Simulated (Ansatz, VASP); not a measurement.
**Li5Ta3: VASP beside Ansatz**

INCAR

```
PREC     = Accurate       # precision mode
ENCUT    = 600            # plane-wave cutoff, eV
EDIFF    = 1E-6           # SCF threshold, eV
ISMEAR   = 0              # smearing method
SIGMA    = 0.1            # smearing width, eV
LREAL    = F              # projectors in reciprocal space
LASPH    = T              # aspherical terms in the spheres
NELM     = 60             # most SCF steps
ALGO     = Fast           # electronic algorithm
ISIF     = 3              # what is computed and relaxed
LWAVE    = F              # write WAVECAR
LCHARG   = F              # write CHGCAR
GGA      = PE             # functional
IBRION   = 2              # ionic algorithm
NSW      = 90             # ionic steps
EDIFFG   = -0.04          # ionic threshold
```

Contents of KPOINTS:

```
Automatic mesh
0
Gamma
  4 4 4
```

POSCAR

```
Li5Ta3
1.0
   -2.9525348600      2.9525348600      2.9525348600
    2.9525348600     -2.9525348600      2.9525348600
    2.9525348600      2.9525348600     -2.9525348600
Li Ta
5 3
Direct
    0.0000000000      0.0000000000      0.0000000000
    0.0000000000      0.0000000000      0.5000000000
    0.0000000000      0.5000000000      0.0000000000
    0.5000000000      0.0000000000      0.0000000000
    0.5000000000      0.5000000000      0.5000000000
    0.0000000000      0.5000000000      0.5000000000
    0.5000000000      0.5000000000      0.0000000000
    0.5000000000      0.0000000000      0.5000000000
```

Input for Ansatz:

```yaml
crystal:
  lattice:
    - [-2.95253486, 2.95253486, 2.95253486]
    - [2.95253486, -2.95253486, 2.95253486]
    - [2.95253486, 2.95253486, -2.95253486]
  atoms:
    - { symbol: Li, position: [0.0, 0.0, 0.0] }
    - { symbol: Li, position: [0.0, 0.0, 0.5] }
    - { symbol: Li, position: [0.0, 0.5, 0.0] }
    - { symbol: Li, position: [0.5, 0.0, 0.0] }
    - { symbol: Li, position: [0.5, 0.5, 0.5] }
    - { symbol: Ta, position: [0.0, 0.5, 0.5] }
    - { symbol: Ta, position: [0.5, 0.5, 0.0] }
    - { symbol: Ta, position: [0.5, 0.0, 0.5] }
basis:
  ecutwfc: 420
kpoints:
  mp_grid: { grid: [4, 4, 4] }
hamiltonian:
  xc: pbe
scf:
  occupations: { method: gaussian, width: 0.1 }
  lower_state_search: "off"
output:
  forces: true
  stress: true
  eigenvalues: true
relax:
  adjacent_minimum: "off"
  f_tol: 0.04
  max_steps: 70
  cell: { stress_tol: 0.4 }
```

Change from the starting cell: species swapped into the Fe5Co3 type (Im-3m, No. 229).

Alike in both runs: task relaxation of cell and atoms; functional PBE; k mesh 4 × 4 × 4; occupations gaussian, width 0.1 eV; no spin polarisation.

|  | VASP | Ansatz |
| --- | --- | --- |
| version | VASP 6.6.1 | Ansatz 0.2.0 |
| potentials or method | VASP PAW PBE potentials, release 64 (Li_sv, Ta_pv), cutoff 600 eV | scalar-relativistic, plane waves, PAW |
| valence electrons in the cell | 48 | 54 |

|  | VASP | Ansatz | Ansatz less VASP |
| --- | --- | --- | --- |
| gap on the k mesh at the Fermi level, each at its own relaxed structure (eV) | none | none | - |
| relaxed volume (Å³/atom) | 15.32 | 15.35 | +0.023 |
| relaxed cell length with the largest relative difference (Å) | 5.420 | 5.423 | +0.0027 |

A gap of «none» marks a metal or a gap that the smearing closes. VASP's potentials hold 48 valence electrons a cell and Ansatz's 54, so a difference there can come from the potentials and not from the codes.

The k mesh is coarse, so the values compare programs but aren't converged. Spin-orbit coupling is off throughout. Noted on VASP's run: the cutoff is short for stress, so the pressure is rough; the volume moved by over 15 % at a fixed basis, so the end points are rough.
